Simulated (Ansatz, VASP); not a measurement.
# BN in VASP and in Ansatz

```
CELL_PARAMETERS angstrom
1.25306 0.72345 3.29488
-1.25306 0.72345 3.29488
0.00000 -1.44691 3.29488
ATOMIC_POSITIONS crystal
B 0.94208 0.02847 0.02847
N 0.33274 0.33274 0.33274
```

Change from the starting cell: all B atoms moved +0.125 Å, as atom 1 towards its neighbour atom 2 (N) at 1.447 Å.

Alike in both runs: task single point; functional PBE; dispersion D3(BJ); k mesh 12 × 12 × 12; occupations gaussian, width 0.05 eV; no spin polarisation.

|  | VASP | Ansatz |
| --- | --- | --- |
| version | VASP 6.6.1 | Ansatz 0.2.0 |
| potentials or method | VASP PAW PBE potentials, release 64 (B, N), cutoff 600 eV | scalar-relativistic, plane waves, PAW |
| valence electrons in the cell | 8 | 8 |

```csv
,VASP,Ansatz,Ansatz less VASP
gap on the k mesh at the Fermi level (eV),3.33,3.34,+0.006
least direct gap on the mesh (eV),4.25,4.26,+0.007
pressure (GPa),6.7,6.9,+0.15
"traceless stress, the component that is largest in VASP (GPa)",15.41,15.41,-0.007
rms of the force components (eV/Å),3.615,3.622,+0.0068
```

Atom by atom the forces differ by 0.007 eV/Å (rms over components).
